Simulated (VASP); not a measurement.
# HC5 in VASP: a series of runs

The runs below take HC5 through single point, with PBEsol.

Program: VASP 6.6.1. These are calculated values, not measurements. Logs are shortened: lines on timing, memory, paths and dates and some standing lists are left out, and cuts for length are marked.

**1. The cell of the first run**

The cell holds a slab with vacuum, 24 atoms: a = 2.513 Å, b = 3.554 Å, c = 26.808 Å, α = 90.00°, β = 90.00°, γ = 90.00°.

**2. Single point, PBEsol**

INCAR reads:

```
  PREC = Accurate
  ENCUT = 520
  EDIFF = 1E-6
  ISMEAR = -1
  SIGMA = 0.05
  LREAL = Auto
  LASPH = True
  NELM = 80
  ALGO = Normal
  ISIF = 2
  LWAVE = False
  LCHARG = False
  GGA = PS
  NBANDS = 60
```

KPOINTS reads:

```
Automatic mesh
0
Gamma
  4 3 1
```

POSCAR reads:

```
HC5
1.0
    1.7769010000     -1.7769010000      0.0000000000
    0.0000000000      0.0000000000      3.5538030000
  -18.9562120000    -18.9562120000      0.0000000000
C H
20 4
Direct
    0.0119200000      0.0073760000      0.6647060000
    0.9953420000      0.0032340000      0.4776710000
    0.0059140000      0.9982490000      0.2899300000
    0.0078300000      0.2581750000      0.6172820000
    0.0114570000      0.2502640000      0.4295010000
    0.9938090000      0.0074890000      0.5708730000
    0.9933410000      0.0022150000      0.3824720000
    0.0189450000      0.2423810000      0.7110630000
    0.9974130000      0.2533970000      0.5237420000
    0.9875570000      0.2414310000      0.3352280000
    0.5013510000      0.5006760000      0.6170540000
    0.4877480000      0.4877750000      0.4282640000
    0.5056130000      0.7579910000      0.5704020000
    0.4922450000      0.7478110000      0.3846490000
    0.5004640000      0.5061220000      0.7109230000
    0.4923020000      0.4904320000      0.5229400000
    0.4985380000      0.4963410000      0.3364650000
    0.4973110000      0.7506630000      0.6638900000
    0.5014350000      0.7522260000      0.4767270000
    0.4958570000      0.7440920000      0.2896230000
    0.9911320000      0.1870540000      0.2553230000
    0.9945250000      0.0728710000      0.7466350000
    0.4974580000      0.6937450000      0.7471120000
    0.5076020000      0.5584720000      0.2552540000
```

Potentials or basis: VASP PAW PBE potentials, release 64 (C, H).

On the command line:

```
> cat potpaw_PBE.64/C/POTCAR potpaw_PBE.64/H/POTCAR > POTCAR
> mpirun -np 1 vasp_std > vasp.out
```

OUTCAR:

```text
PREC = Accurate
   ENCUT = 520
   EDIFF = 1E-6
   ISMEAR = -1
   LREAL = Auto
   LASPH = True
   NELM = 80
   ISIF = 2
   GGA = PS

 ion  position               nearest neighbor table
   1  0.012  0.007  0.665-   8 1.50  18 1.52   4 1.55  18 1.58
   2  0.995  0.003  0.478-   9 1.52  19 1.53  19 1.55   5 1.56
   3  0.006  0.998  0.290-  21 1.15  10 1.49  20 1.53  20 1.57
   4  0.008  0.258  0.617-  11 1.51   6 1.53  11 1.54   1 1.55
   5  0.011  0.250  0.430-  12 1.46   7 1.54   2 1.56  12 1.56
   6  0.994  0.007  0.571-  13 1.51   4 1.53   9 1.54  13 1.56
[... 12 lines left out ...]
  19  0.501  0.752  0.477-   2 1.53  16 1.55   2 1.55  12 1.60
  20  0.496  0.744  0.290-  24 1.13   3 1.53  17 1.53   3 1.57
  21  0.991  0.187  0.255-   3 1.15
  22  0.995  0.073  0.747-   8 1.13
  23  0.497  0.694  0.747-  15 1.18
  24  0.508  0.558  0.255-  20 1.13

  LATTYP: Found a simple orthorhombic cell.
 ALAT       =     2.5129174932
 B/A-ratio  =     1.4142139603
 C/A-ratio  =    10.6681306387

  Lattice vectors:

 A1 = (   1.7769010000,  -1.7769010000,   0.0000000000)
 A2 = (   0.0000000000,   0.0000000000,   3.5538030000)
 A3 = ( -18.9562120000, -18.9562120000,   0.0000000000)

Analysis of symmetry for initial positions (statically):
=====================================================================
 Subroutine PRICEL returns:
 Original cell was already a primitive cell.

 Routine SETGRP: Setting up the symmetry group for a
 simple orthorhombic supercell.

 Subroutine GETGRP returns: Found  1 space group operations
 (whereof  1 operations were pure point group operations)
 out of a pool of  8 trial point group operations.

The static configuration has the point symmetry C_1 .

Analysis of symmetry for dynamics (positions and initial velocities):
=====================================================================
 Subroutine PRICEL returns:
 Original cell was already a primitive cell.

 Routine SETGRP: Setting up the symmetry group for a
 simple orthorhombic supercell.

 Subroutine GETGRP returns: Found  1 space group operations
 (whereof  1 operations were pure point group operations)
 out of a pool of  8 trial point group operations.

The dynamic configuration has the point symmetry C_1 .

 Subroutine INISYM returns: Found  1 space group operations
 (whereof  1 operations are pure point group operations),
 and found     1 'primitive' translations

----------------------------------------------------------------------------------------

                                     Primitive cell

  volume of cell :     239.4077

  direct lattice vectors                    reciprocal lattice vectors
     1.776901000 -1.776901000  0.000000000     0.281388777 -0.281388777  0.000000000
     0.000000000  0.000000000  3.553803000     0.000000000  0.000000000  0.281388698
   -18.956212000-18.956212000  0.000000000    -0.026376578 -0.026376578  0.000000000

  length of vectors
     2.512917493  3.553803000 26.808132102     0.397943825  0.281388698  0.037302114

  position of ions in fractional coordinates (direct lattice)
     0.011920000  0.007376000  0.664706000
     0.995342000  0.003234000  0.477671000
     0.005914000  0.998249000  0.289930000
     0.007830000  0.258175000  0.617282000
     0.011457000  0.250264000  0.429501000
     0.993809000  0.007489000  0.570873000
[... 16 lines left out ...]
     0.497458000  0.693745000  0.747112000
     0.507602000  0.558472000  0.255254000

  ion indices of the primitive-cell ions
   primitive index   ion index
                 1           1
                 2           2
                 3           3
                 4           4
                 5           5
                 6           6
[... 16 lines left out ...]
                23          23
                24          24

----------------------------------------------------------------------------------------

 KPOINTS: Automatic mesh

Automatic generation of k-mesh.
 Grid dimensions read from file:
 generate k-points for:    4    3    1

 Generating k-lattice:

  Cartesian coordinates                     Fractional coordinates (reciprocal lattice)
     0.070347194 -0.070347194  0.000000000     0.250000000  0.000000000  0.000000000
     0.000000000  0.000000000  0.093796233     0.000000000  0.333333333  0.000000000
    -0.026376578 -0.026376578  0.000000000     0.000000000  0.000000000  1.000000000

  Length of vectors
     0.099485956  0.093796233  0.037302114

  Shift w.r.t. Gamma in fractional coordinates (k-lattice)
     0.000000000  0.000000000  0.000000000

 Subroutine IBZKPT returns following result:
 ===========================================

 Found      7 irreducible k-points:

 Following reciprocal coordinates:
            Coordinates               Weight
  0.000000  0.000000  0.000000      1.000000
  0.250000  0.000000  0.000000      2.000000
  0.500000  0.000000  0.000000      1.000000
  0.000000  0.333333  0.000000      2.000000
  0.250000  0.333333  0.000000      2.000000
  0.250000 -0.333333  0.000000      2.000000
  0.500000  0.333333  0.000000      2.000000
   k-points           NKPTS =      7   k-points in BZ     NKDIM =      7   number of bands    NBANDS=     60
   number of dos      NEDOS =    301   number of ions     NIONS =     24
   total plane-waves  NPLWV = 112000
   dimension x,y,z NGX =    20 NGY =   28 NGZ =  200
   dimension x,y,z NGXF=    40 NGYF=   56 NGZF=  400
   ions per type =              20   4
   NGX,Y,Z   is equivalent  to a cutoff of  13.23, 13.10, 12.40 a.u.
   NGXF,Y,Z  is equivalent  to a cutoff of  26.46, 26.20, 24.81 a.u.
 SYSTEM =  unknown system
   PREC   = accura    normal or accurate (medium, high low for compatibility)
   ISTART =      0    job   : 0-new  1-cont  2-samecut
   ICHARG =      2    charge: 1-file 2-atom 10-const
   ISPIN  =      1    spin polarized calculation?
   LNONCOLLINEAR =      F non collinear calculations
   LSORBIT =      F    spin-orbit coupling
   LASPH  =      T    aspherical Exc in radial PAW
   ENCUT  =  520.0 eV  38.22 Ry    6.18 a.u.   4.67  6.61 49.85*2*pi/ulx,y,z
   NELM   =     80;   NELMIN=  2; NELMDL= -5     # of ELM steps
   EDIFF  = 0.1E-05   stopping-criterion for ELM
   LREAL  =      T    real-space projection
   EDIFFG = 0.1E-04   stopping-criterion for IOM
   NSW    =      0    number of steps for IOM
   IBRION =     -1    ionic relax: 0-MD 1-quasi-New 2-CG
   NFREE  =      0    steps in history (QN), initial steepest desc. (CG)
   ISIF   =      2    stress and relaxation
   ISYM   =      2    0-nonsym 1-usesym 2-fastsym
   POTIM  = 0.5000    time-step for ionic-motion
   TEBEG  =    0.0;   TEEND  =   0.0 temperature during run
   PSTRESS=    0.0 pullay stress
   NELECT =      84.0000    total number of electrons
   NUPDOWN=      -1.0000    fix difference up-down
   EMIN   =  10.00;   EMAX   =-10.00  energy-range for DOS
   EFERMI =   0.00;   METHOD = LEGACY
   ISMEAR =    -1;   SIGMA  =   0.05  broadening in eV -4-tet -1-fermi 0-gaus
   EFERMI_NEDOS =   21; number of points for ismear=-14 and -15
   IALGO  =     38    algorithm
   IMIX   =      4    mixing-type and parameters
     AMIX     =   0.40;   BMIX     =  1.00
     AMIX_MAG =   1.60;   BMIX_MAG =  1.00
  volume/ion in A,a.u.               =       9.98        67.32
  Fermi-wavevector in a.u.,A,eV,Ry     =   1.154663  2.181997 18.139919  1.333246
  Thomas-Fermi vector in A             =   2.291298
   LORBIT       =      0    0 simple, 1 ext, 2 COOP (PROOUT), +10 PAW based schemes
   GGA     = PS    functional components
   LHFCALC =     F    Hartree Fock is set to
   AEXX    =    0.0000 exact exchange contribution
   IVDW    =     0    specifies the selected vdW correction
   LEPSILON=     F    determine dielectric tensor
   LRPA    =     F    only Hartree local field effects (RPA)
 non-spin polarized calculation
  energy-cutoff  :      520.00
  volume of cell :      239.41
 maximum number of plane-waves:      6506
 NGX is ok and might be reduce to    20
   NGX =  9   NGY = 13   NGZ = 99

 number of electron      83.9999999 magnetization

 Free energy of the ion-electron system (eV)
  ---------------------------------------------------
  ext. energy  EPLUGINS =         0.00000000
  ---------------------------------------------------
  free energy    TOTEN  =      -205.32649660 eV

  energy without entropy =     -205.32649660  energy(sigma->0) =     -205.32649660

 E-fermi :   4.1717     XC(G=0):  -7.4082

 val. band max:        3.1449120692   @ k =   0.0000   0.0000   0.0000
 cond. band min:       5.1872761688   @ k =   0.0000   0.0000   0.0000
 fundamental gap:      2.0423640996
 Fermi energy:         4.1716987028

 k-point     1 :       0.0000    0.0000    0.0000
  band No.  band energies     occupation
      1     -18.3082      2.00000
      2     -17.8077      2.00000
      3     -16.9891      2.00000
      4     -15.9466      2.00000
      5     -14.7128      2.00000
      6     -13.0820      2.00000
[... 46 lines left out ...]
     53       9.0116      0.00000
     54       9.2771      0.00000

 k-point     2 :       0.2500    0.0000    0.0000
  band No.  band energies     occupation
      1     -17.1511      2.00000
      2     -16.6550      2.00000
      3     -15.8437      2.00000
      4     -14.8139      2.00000
      5     -13.5951      2.00000
      6     -11.9819      2.00000
[... 46 lines left out ...]
     53      10.2283      0.00000
     54      10.3116      0.00000

 k-point     3 :       0.5000    0.0000    0.0000
  band No.  band energies     occupation
      1     -13.8687      2.00000
      2     -13.7322      2.00000
      3     -13.3990      2.00000
      4     -13.2540      2.00000
      5     -12.6224      2.00000
      6     -12.4274      2.00000
[... 46 lines left out ...]
     53      10.0063      0.00000
     54      10.0754      0.00000
[... 115 lines left out ...]
 k-point     6 :       0.2500   -0.3333    0.0000
  band No.  band energies     occupation
      1     -16.1421      2.00000
      2     -15.6532      2.00000
      3     -14.8622      2.00000
      4     -13.8758      2.00000
      5     -13.1856      2.00000
      6     -12.7901      2.00000
[... 46 lines left out ...]
     53      10.7539      0.00000
     54      10.9830      0.00000

 k-point     7 :       0.5000    0.3333    0.0000
  band No.  band energies     occupation
      1     -13.0466      2.00000
      2     -12.8723      2.00000
      3     -12.5838      2.00000
      4     -12.4351      2.00000
      5     -11.8595      2.00000
      6     -11.6258      2.00000
[... 46 lines left out ...]
     53      10.9835      0.00000
     54      11.1995      0.00000
 [bands above 54 left out]

------------------------ aborting loop because EDIFF is reached ----------------------------------------

  FORCE on cell =-STRESS in cart. coord.  units (eV):
  Direction    XX          YY          ZZ          XY          YZ          ZX
  --------------------------------------------------------------------------------------
  -------------------------------------------------------------------------------------
  Total        0.7178737      0.1391563      0.9606823     -4.0874261     -0.0611428      1.1097552
  in kB        4.8041933      0.9312692      6.4291306    -27.3540956     -0.4091833      7.4267645
  external PRESSURE =       4.0548644 kB  Pullay stress =       0.0000000 kB

 VOLUME and BASIS-vectors are now :
 -----------------------------------------------------------------------------
  energy-cutoff  :      520.00
  volume of cell :      239.41
      direct lattice vectors                 reciprocal lattice vectors
     1.776901000 -1.776901000  0.000000000     0.281388777 -0.281388777  0.000000000
     0.000000000  0.000000000  3.553803000     0.000000000  0.000000000  0.281388698
   -18.956212000-18.956212000  0.000000000    -0.026376578 -0.026376578  0.000000000

 POSITION                                       TOTAL-FORCE (eV/Angst)
 -----------------------------------------------------------------------------------
    -12.57913    -12.62149      0.02621        -0.154614      1.068177     -1.219635
     -7.28621    -10.82346      0.01149         1.359471      0.394328     -0.796379
     -5.48547     -5.50648      3.54758         0.304192      1.823465     -1.331214
    -11.68742    -11.71524      0.91750        -0.671126      0.259693     -0.591210
     -8.12135     -8.16207      0.88939        -1.662104      1.705481     -0.854034
     -9.05569    -12.58749      0.02661         1.000612     -0.496840     -0.598128
[... 16 lines left out ...]
    -13.27848    -15.04635      2.46543         1.138460      1.034117     -1.296135
     -3.93669     -5.74061      1.98470        -0.560417     -0.324738      0.799324
 -----------------------------------------------------------------------------------
    total drift:                               -0.005548     -0.015404     -0.013790

  FREE ENERGIE OF THE ION-ELECTRON SYSTEM (eV)
  ---------------------------------------------------
  free  energy   TOTEN  =      -205.3264966045 eV

  energy  without entropy=     -205.3264966039  energy(sigma->0) =     -205.32649660
```

Wall time 2.3 min (1 thread of AMD EPYC 9R14 (Zen 4), shared host); peak memory 0.32 GiB.

Results:

```yaml
Free_energy: -205.3265 eV
Largest_force: 3.741 eV/Å
Band_gap_on_the_k_mesh: 2.04 eV
```

Forces in eV/Å, atoms in the order of the input:
```
C   -0.155  1.068 -1.220
C    1.359  0.394 -0.796
C    0.304  1.823 -1.331
C   -0.671  0.260 -0.591
C   -1.662  1.705 -0.854
C    1.001 -0.497 -0.598
C   -0.656 -0.867 -1.334
C   -1.632  0.356  2.718
C   -0.354  0.309 -0.611
C   -0.058 -1.541  1.214
C    0.239 -0.436  1.004
C   -0.098 -3.014  2.213
C   -0.698  0.780 -0.871
C    1.916  1.703  0.155
C   -0.162 -1.491 -1.318
C    0.125 -1.021  2.400
C   -0.161  0.893 -0.117
C    0.241 -1.109  0.621
C   -0.461  0.623 -0.821
C    0.724 -0.339  1.118
H   -0.428 -0.677 -0.982
H    0.711  0.368  0.497
H    1.138  1.034 -1.296
H   -0.560 -0.325  0.799
```

Caveat: the k points lie up to 0.63 Å⁻¹ apart; the PAW data sets were made with another functional, which shifts forces and pressure a little.

**3. Single point, PBEsol**

INCAR reads:

```
SYSTEM = HC5
ALGO = Normal ; EDIFF = 1E-6
ENCUT = 520 ; GGA = PS
ISIF = 2 ; ISMEAR = -1
LASPH = .True. ; LCHARG = .False.
LREAL = Auto ; LWAVE = .False.
NBANDS = 60 ; NELM = 60
PREC = Accurate ; SIGMA = 0.05
```

KPOINTS reads:

```
k-points
0
Gamma
  4 3 1
  0 0 0
```

POSCAR is that of step 2.

Potentials or basis: VASP PAW PBE potentials, release 64 (C, H).

On the command line:

```
> cat potpaw_PBE.64/C/POTCAR potpaw_PBE.64/H/POTCAR > POTCAR
> mpirun -np 1 vasp_std > vasp.out
```

It took 2.3 min on 1 thread of AMD EPYC 9R14 (Zen 4), shared host; peak memory 0.32 GiB.

Results (log left out):

* Free energy: -205.3265 eV
* Largest force: 3.741 eV/Å
* Band gap on the k mesh: 2.04 eV

Forces on the atoms (eV/Å):
```
C   -0.155  1.068 -1.220
C    1.359  0.394 -0.796
C    0.304  1.823 -1.331
C   -0.671  0.260 -0.591
C   -1.662  1.705 -0.854
C    1.001 -0.497 -0.598
C   -0.656 -0.867 -1.334
C   -1.632  0.356  2.718
C   -0.354  0.309 -0.611
C   -0.058 -1.541  1.214
C    0.239 -0.436  1.004
C   -0.098 -3.014  2.213
C   -0.698  0.780 -0.871
C    1.916  1.703  0.155
C   -0.162 -1.491 -1.318
C    0.125 -1.021  2.400
C   -0.161  0.893 -0.117
C    0.241 -1.109  0.621
C   -0.461  0.623 -0.821
C    0.724 -0.339  1.118
H   -0.428 -0.677 -0.982
H    0.711  0.368  0.497
H    1.138  1.034 -1.296
H   -0.560 -0.325  0.799
```

Levels at points of the mesh, in eV from the valence-band top:
```csv
k point,band 38,band 39,band 40,band 41,band 42,band 43,band 44,band 45,band 46,band 47
"(0.00, 0.00, 0.00)",-0.90,-0.40,-0.19,-0.13,0.00,2.04,2.12,3.44,4.22,4.66
"(0.50, 0.00, 0.00)",-5.36,-4.52,-4.23,-3.53,-3.08,4.43,4.78,4.92,5.08,5.13
```

Caveat: the k points lie up to 0.63 Å⁻¹ apart; the PAW data sets were made with another functional, which shifts forces and pressure a little.

(Part 1 of 2 ends here.)
